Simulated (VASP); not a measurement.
# Bi (P6_3/mmc) in VASP: a series of runs

Runs on Bi. Level: LDA. Tasks: single point.

Everything below comes from runs of VASP 6.6.1. Logs are shortened: lines on timing, memory, paths and dates and some standing lists are left out, and cuts for length are marked.

## 1. The cell of the first run

Symmetry: P6_3/mmc, No. 194, hexagonal system. The conventional cell has a = 3.364 Å, b = 3.364 Å, c = 5.514 Å, α = 90.00°, β = 90.00°, γ = 120.00°. Within 4.4 Å of Bi (site symmetry -6m2) lie 12 Bi at 3.36 to 3.37 Å.

This isn't the form of Bi at room conditions, which is rhombohedral.

## 2. Single point, LDA (27.03 Å³/atom)

The input, INCAR:

```
PREC = Accurate
ENCUT = 520
EDIFF = 1E-7
ISMEAR = -1
SIGMA = 0.1
LREAL = F
LASPH = T
NELM = 100
ALGO = Normal
ISIF = 2
LWAVE = F
LCHARG = F
NBANDS = 22
```

The input, KPOINTS:

```
regular mesh
0
Gamma
  12 12 6
```

The input, POSCAR:

```
Bi
1.0
    3.3644073019      0.0000000000      0.0000000000
   -1.6822036510      2.9136621922      0.0000000000
    0.0000000000      0.0000000000      5.5144940834
Bi
2
Direct
    0.3333333333      0.6666666667      0.2500000000
    0.6666666667      0.3333333333      0.7500000000
```

Potentials or basis: VASP PAW LDA potentials, release 64 (Bi_d).

Command:

```console
cat potpaw_LDA.64/Bi_d/POTCAR > POTCAR
mpirun -np 1 vasp_std > vasp.out
```

OUTCAR:

```text
PREC = Accurate
   ENCUT = 520
   EDIFF = 1E-7
   ISMEAR = -1
   LREAL = F
   LASPH = T
   NELM = 100
   ISIF = 2

 ion  position               nearest neighbor table
   1  0.333  0.667  0.250-   2 3.37   2 3.37   2 3.37   2 3.37   2 3.37   2 3.37
   2  0.667  0.333  0.750-   1 3.37   1 3.37   1 3.37   1 3.37   1 3.37   1 3.37

  LATTYP: Found a hexagonal cell.
 ALAT       =     3.3644073019
 C/A-ratio  =     1.6390685160

  Lattice vectors:

 A1 = (   3.3644073019,   0.0000000000,   0.0000000000)
 A2 = (  -1.6822036510,   2.9136621922,   0.0000000000)
 A3 = (   0.0000000000,   0.0000000000,   5.5144940834)

Analysis of symmetry for initial positions (statically):
=====================================================================
 Subroutine PRICEL returns:
 Original cell was already a primitive cell.

 Routine SETGRP: Setting up the symmetry group for a
 hexagonal supercell.

 Subroutine GETGRP returns: Found 24 space group operations
 (whereof 12 operations were pure point group operations)
 out of a pool of 24 trial point group operations.

The static configuration has the point symmetry D_3d.
 The point group associated with its full space group is D_6h.

Analysis of symmetry for dynamics (positions and initial velocities):
=====================================================================
 Subroutine PRICEL returns:
 Original cell was already a primitive cell.

 Routine SETGRP: Setting up the symmetry group for a
 hexagonal supercell.

 Subroutine GETGRP returns: Found 24 space group operations
 (whereof 12 operations were pure point group operations)
 out of a pool of 24 trial point group operations.

The dynamic configuration has the point symmetry D_3d.
 The point group associated with its full space group is D_6h.

 Subroutine INISYM returns: Found 24 space group operations
 (whereof 12 operations are pure point group operations),
 and found     1 'primitive' translations

----------------------------------------------------------------------------------------

                                     Primitive cell

  volume of cell :      54.0572

  direct lattice vectors                    reciprocal lattice vectors
     3.364407302  0.000000000  0.000000000     0.297229173  0.171605343  0.000000000
    -1.682203651  2.913662192  0.000000000     0.000000000  0.343210686  0.000000000
     0.000000000  0.000000000  5.514494083     0.000000000  0.000000000  0.181340298

  length of vectors
     3.364407302  3.364407302  5.514494083     0.343210686  0.343210686  0.181340298

  position of ions in fractional coordinates (direct lattice)
     0.333333333  0.666666667  0.250000000
     0.666666667  0.333333333  0.750000000

  ion indices of the primitive-cell ions
   primitive index   ion index
                 1           1
                 2           2

----------------------------------------------------------------------------------------

 KPOINTS: regular mesh

Automatic generation of k-mesh.
 Grid dimensions read from file:
 generate k-points for:   12   12    6

 Generating k-lattice:

  Cartesian coordinates                     Fractional coordinates (reciprocal lattice)
     0.024769098  0.014300445  0.000000000     0.083333333  0.000000000  0.000000000
     0.000000000  0.028600891  0.000000000     0.000000000  0.083333333  0.000000000
     0.000000000  0.000000000  0.030223383     0.000000000  0.000000000  0.166666667

  Length of vectors
     0.028600891  0.028600891  0.030223383

  Shift w.r.t. Gamma in fractional coordinates (k-lattice)
     0.000000000  0.000000000  0.000000000

 Subroutine IBZKPT returns following result:
 ===========================================

 Found     76 irreducible k-points:

 Following reciprocal coordinates:
            Coordinates               Weight
  0.000000  0.000000  0.000000      1.000000
  0.083333  0.000000  0.000000      6.000000
  0.166667 -0.000000  0.000000      6.000000
  0.250000  0.000000  0.000000      6.000000
  0.333333 -0.000000  0.000000      6.000000
  0.416667 -0.000000  0.000000      6.000000
[... 16 lines left out ...]
  0.250000  0.000000  0.166667     12.000000
  0.333333 -0.000000  0.166667     12.000000
 [... further k-points ...]
   k-points           NKPTS =     76   k-points in BZ     NKDIM =     76   number of bands    NBANDS=     22
   number of dos      NEDOS =    301   number of ions     NIONS =      2
   total plane-waves  NPLWV =  32928
   dimension x,y,z NGX =    28 NGY =   28 NGZ =   42
   dimension x,y,z NGXF=    56 NGYF=   56 NGZF=   84
   ions per type =               2
   NGX,Y,Z   is equivalent  to a cutoff of  13.84, 13.84, 12.66 a.u.
   NGXF,Y,Z  is equivalent  to a cutoff of  27.67, 27.67, 25.32 a.u.
 SYSTEM =  unknown system
   PREC   = accura    normal or accurate (medium, high low for compatibility)
   ISTART =      0    job   : 0-new  1-cont  2-samecut
   ICHARG =      2    charge: 1-file 2-atom 10-const
   ISPIN  =      1    spin polarized calculation?
   LNONCOLLINEAR =      F non collinear calculations
   LSORBIT =      F    spin-orbit coupling
   LASPH  =      T    aspherical Exc in radial PAW
   ENCUT  =  520.0 eV  38.22 Ry    6.18 a.u.   6.26  6.26 10.25*2*pi/ulx,y,z
   NELM   =    100;   NELMIN=  2; NELMDL= -5     # of ELM steps
   EDIFF  = 0.1E-06   stopping-criterion for ELM
   LREAL  =      F    real-space projection
   EDIFFG = 0.1E-05   stopping-criterion for IOM
   NSW    =      0    number of steps for IOM
   IBRION =     -1    ionic relax: 0-MD 1-quasi-New 2-CG
   NFREE  =      0    steps in history (QN), initial steepest desc. (CG)
   ISIF   =      2    stress and relaxation
   ISYM   =      2    0-nonsym 1-usesym 2-fastsym
   POTIM  = 0.5000    time-step for ionic-motion
   TEBEG  =    0.0;   TEEND  =   0.0 temperature during run
   PSTRESS=    0.0 pullay stress
   NELECT =      30.0000    total number of electrons
   NUPDOWN=      -1.0000    fix difference up-down
   EMIN   =  10.00;   EMAX   =-10.00  energy-range for DOS
   EFERMI =   0.00;   METHOD = LEGACY
   ISMEAR =    -1;   SIGMA  =   0.10  broadening in eV -4-tet -1-fermi 0-gaus
   EFERMI_NEDOS =   21; number of points for ismear=-14 and -15
   IALGO  =     38    algorithm
   IMIX   =      4    mixing-type and parameters
     AMIX     =   0.40;   BMIX     =  1.00
     AMIX_MAG =   1.60;   BMIX_MAG =  1.00
  volume/ion in A,a.u.               =      27.03       182.40
  Fermi-wavevector in a.u.,A,eV,Ry     =   1.345336  2.542316 24.625579  1.809929
  Thomas-Fermi vector in A             =   2.473257
   LORBIT       =      0    0 simple, 1 ext, 2 COOP (PROOUT), +10 PAW based schemes
   GGA     = CA    functional components
   LHFCALC =     F    Hartree Fock is set to
   AEXX    =    0.0000 exact exchange contribution
   IVDW    =     0    specifies the selected vdW correction
   LEPSILON=     F    determine dielectric tensor
   LRPA    =     F    only Hartree local field effects (RPA)
 non-spin polarized calculation
  energy-cutoff  :      520.00
  volume of cell :       54.06
 maximum number of plane-waves:      1472
 NGX is ok and might be reduce to    28
   NGX = 13   NGY = 13   NGZ = 21

 number of electron      30.0000003 magnetization

 Free energy of the ion-electron system (eV)
  ---------------------------------------------------
  ext. energy  EPLUGINS =         0.00000000
  ---------------------------------------------------
  free energy    TOTEN  =        -8.85440478 eV

  energy without entropy =       -8.82468885  energy(sigma->0) =       -8.83954681

 E-fermi :   9.6412     XC(G=0): -11.2171

 val. band max:        9.5226733578   @ k =   0.4167   0.0833   0.1667
 cond. band min:       9.7383522719   @ k =   0.5000   0.0000   0.0000
 fundamental gap:      0.2156789141
 Fermi energy:         9.6411620964

 k-point     1 :       0.0000    0.0000    0.0000
  band No.  band energies     occupation
      1     -13.5223      2.00000
      2     -13.5215      2.00000
      3     -13.4916      2.00000
      4     -13.4916      2.00000
      5     -13.4763      2.00000
      6     -13.4763      2.00000
[... 14 lines left out ...]
     21      20.3857      0.00000
     22      20.7772      0.00000

 k-point     2 :       0.0833    0.0000    0.0000
  band No.  band energies     occupation
      1     -13.5261      2.00000
      2     -13.5157      2.00000
      3     -13.4849      2.00000
      4     -13.4776      2.00000
      5     -13.4717      2.00000
      6     -13.4625      2.00000
[... 14 lines left out ...]
     21      19.7125      0.00000
     22      20.8538      0.00000

 k-point     3 :       0.1667   -0.0000    0.0000
  band No.  band energies     occupation
      1     -13.5462      2.00000
      2     -13.4953      2.00000
      3     -13.4808      2.00000
      4     -13.4628      2.00000
      5     -13.4571      2.00000
      6     -13.4402      2.00000
[... 14 lines left out ...]
     21      19.4455      0.00000
     22      19.8219      0.00000

 k-point     4 :       0.2500    0.0000    0.0000
  band No.  band energies     occupation
      1     -13.5734      2.00000
      2     -13.4907      2.00000
      3     -13.4883      2.00000
      4     -13.4733      2.00000
      5     -13.4604      2.00000
      6     -13.3905      2.00000
[... 14 lines left out ...]
     21      19.3151      0.00000
     22      19.5734      0.00000

 k-point     5 :       0.3333   -0.0000    0.0000
  band No.  band energies     occupation
      1     -13.5991      2.00000
      2     -13.5157      2.00000
      3     -13.4999      2.00000
      4     -13.4886      2.00000
      5     -13.4282      2.00000
      6     -13.3841      2.00000
[... 14 lines left out ...]
     21      19.0191      0.00000
     22      20.1465      0.00000

 k-point     6 :       0.4167   -0.0000    0.0000
  band No.  band energies     occupation
      1     -13.6174      2.00000
      2     -13.5370      2.00000
      3     -13.5077      2.00000
      4     -13.4992      2.00000
      5     -13.4043      2.00000
      6     -13.4014      2.00000
[... 14 lines left out ...]
     21      18.8286      0.00000
     22      20.0964      0.00000

 k-point     7 :       0.5000    0.0000    0.0000
  band No.  band energies     occupation
      1     -13.6240      2.00000
      2     -13.5450      2.00000
      3     -13.5108      2.00000
      4     -13.5030      2.00000
      5     -13.4075      2.00000
      6     -13.3956      2.00000
[... 324 lines left out ...]
      6     -13.4812      2.00000
[... 14 lines left out ...]
     21      19.8380      0.00000
     22      20.7202      0.00000

 k-point    21 :       0.0833    0.0000    0.1667
  band No.  band energies     occupation
      1     -13.5245      2.00000
      2     -13.5157      2.00000
      3     -13.4971      2.00000
      4     -13.4881      2.00000
      5     -13.4766      2.00000
      6     -13.4675      2.00000
[... 14 lines left out ...]
     21      19.7677      0.00000
     22      20.2225      0.00000

 k-point    22 :       0.1667   -0.0000    0.1667
  band No.  band energies     occupation
      1     -13.5439      2.00000
      2     -13.5036      2.00000
      3     -13.4929      2.00000
      4     -13.4655      2.00000
      5     -13.4609      2.00000
      6     -13.4300      2.00000
[... 14 lines left out ...]
     21      18.7004      0.00000
     22      20.5248      0.00000

 k-point    23 :       0.2500    0.0000    0.1667
  band No.  band energies     occupation
      1     -13.5697      2.00000
      2     -13.5101      2.00000
      3     -13.4944      2.00000
      4     -13.4660      2.00000
      5     -13.4418      2.00000
      6     -13.3992      2.00000
[... 14 lines left out ...]
     21      18.2185      0.00000
     22      20.5293      0.00000

 k-point    24 :       0.3333   -0.0000    0.1667
  band No.  band energies     occupation
      1     -13.5940      2.00000
      2     -13.5290      2.00000
      3     -13.5053      2.00000
      4     -13.4770      2.00000
      5     -13.4238      2.00000
      6     -13.3943      2.00000
[... 14 lines left out ...]
     21      18.4286      0.00000
     22      20.1130      0.00000

 [... further k-points ...]

------------------------ aborting loop because EDIFF is reached ----------------------------------------

  FORCE on cell =-STRESS in cart. coord.  units (eV):
  Direction    XX          YY          ZZ          XY          YZ          ZX
  --------------------------------------------------------------------------------------
  -------------------------------------------------------------------------------------
  Total        2.1013143      2.1013143      2.3266660     -0.0000000      0.0000000     -0.0000000
  in kB       62.2799364     62.2799364     68.9590370     -0.0000000      0.0000000     -0.0000000
  external PRESSURE =      64.5063032 kB  Pullay stress =       0.0000000 kB

 VOLUME and BASIS-vectors are now :
 -----------------------------------------------------------------------------
  energy-cutoff  :      520.00
  volume of cell :       54.06
      direct lattice vectors                 reciprocal lattice vectors
     3.364407302  0.000000000  0.000000000     0.297229173  0.171605343  0.000000000
    -1.682203651  2.913662192  0.000000000     0.000000000  0.343210686  0.000000000
     0.000000000  0.000000000  5.514494083     0.000000000  0.000000000  0.181340298

 POSITION                                       TOTAL-FORCE (eV/Angst)
 -----------------------------------------------------------------------------------
     -0.00000      1.94244      1.37862        -0.000000      0.000000      0.000000
      1.68220      0.97122      4.13587         0.000000     -0.000000      0.000000
 -----------------------------------------------------------------------------------
    total drift:                               -0.000000      0.000000      0.000000

  FREE ENERGIE OF THE ION-ELECTRON SYSTEM (eV)
  ---------------------------------------------------
  free  energy   TOTEN  =        -8.8544047794 eV

  energy  without entropy=       -8.8246888471  energy(sigma->0) =       -8.83954681
```

Wall time 98 s (1 thread of Intel Xeon 8259CL, shared host); peak memory 0.2 GiB.

Results:

- Free energy: -8.8544 eV
- Pressure: 6.5 GPa
- Band gap on the k mesh: zero (bands 15 and 16 overlap by 8.18 eV)

Levels at points of the mesh, in eV from the Fermi level:
```tsv
k point	band 11	band 12	band 13	band 14	band 15	band 16	band 17	band 18	band 19	band 20
(0.00, 0.00, 0.00)	-14.69	-11.07	-6.19	3.98	3.98	5.86	5.86	5.94	7.78	8.38
(0.50, 0.00, 0.00)	-11.18	-9.90	-4.99	-3.45	-2.35	0.10	0.36	3.95	5.05	7.36
(0.00, 0.00, 0.50)	-13.44	-13.44	-1.12	-1.12	4.86	4.86	4.86	4.86	8.43	8.43
(0.50, 0.00, 0.50)	-10.41	-10.41	-5.65	-5.65	1.76	1.76	1.79	1.79	5.87	5.87
```

Caveat: the cell stands under pressure; spin-orbit coupling is left out, which moves the levels of the heavy elements.

## 3. Single point, LDA (28.20 Å³/atom)

This run uses another cell than the first one, of 28.20 Å³/atom.

INCAR, as its differences from that of step 2:

```diff
@@ -7,3 +7,3 @@
 LASPH = T
-NELM = 100
+NELM = 60
 ALGO = Normal
@@ -12,2 +12,3 @@
 LCHARG = F
+GGA = CA
 NBANDS = 22
```

The input, KPOINTS:

```
Automatic mesh
0
Gamma
  12 12 6
```

The input, POSCAR:

```
Bi
1.0
    3.4124767578      0.0000000000      0.0000000000
   -1.7062383789      2.9552915621      0.0000000000
    0.0000000000      0.0000000000      5.5932832152
Bi
2
Direct
    0.3333333333      0.6666666667      0.2500000000
    0.6666666667      0.3333333333      0.7500000000
```

Potentials or basis: VASP PAW LDA potentials, release 64 (Bi_d).

Command:

```console
cat potpaw_LDA.64/Bi_d/POTCAR > POTCAR
mpirun -np 1 vasp_std > vasp.out
```

Wall time 97 s (1 thread of Intel Xeon 8259CL, shared host); peak memory 0.2 GiB.

Results (log left out):

- Free energy: -8.9228 eV
- Pressure: 2.8 GPa
- Band gap on the k mesh: zero (bands 15 and 16 overlap by 7.77 eV)

Stress tensor (GPa, compression positive):
```
2.58 0.00 0.00
0.00 2.58 0.00
0.00 0.00 3.34
```

Levels at points of the mesh, in eV from the Fermi level:
| k point | band 12 | band 13 | band 14 | band 15 | band 16 | band 17 | band 18 | band 19 |
| --- | --- | --- | --- | --- | --- | --- | --- | --- |
| (0.00, 0.00, 0.00) | -10.97 | -5.90 | 3.78 | 3.78 | 5.55 | 5.55 | 5.62 | 7.58 |
| (0.50, 0.00, 0.00) | -9.86 | -4.82 | -3.31 | -2.22 | 0.14 | 0.37 | 3.76 | 5.00 |
| (0.00, 0.00, 0.50) | -13.16 | -1.13 | -1.13 | 4.61 | 4.61 | 4.61 | 4.61 | 8.35 |
| (0.50, 0.00, 0.50) | -10.36 | -5.39 | -5.39 | 1.69 | 1.69 | 1.69 | 1.69 | 5.81 |

Caveat: spin-orbit coupling is left out, which moves the levels of the heavy elements.
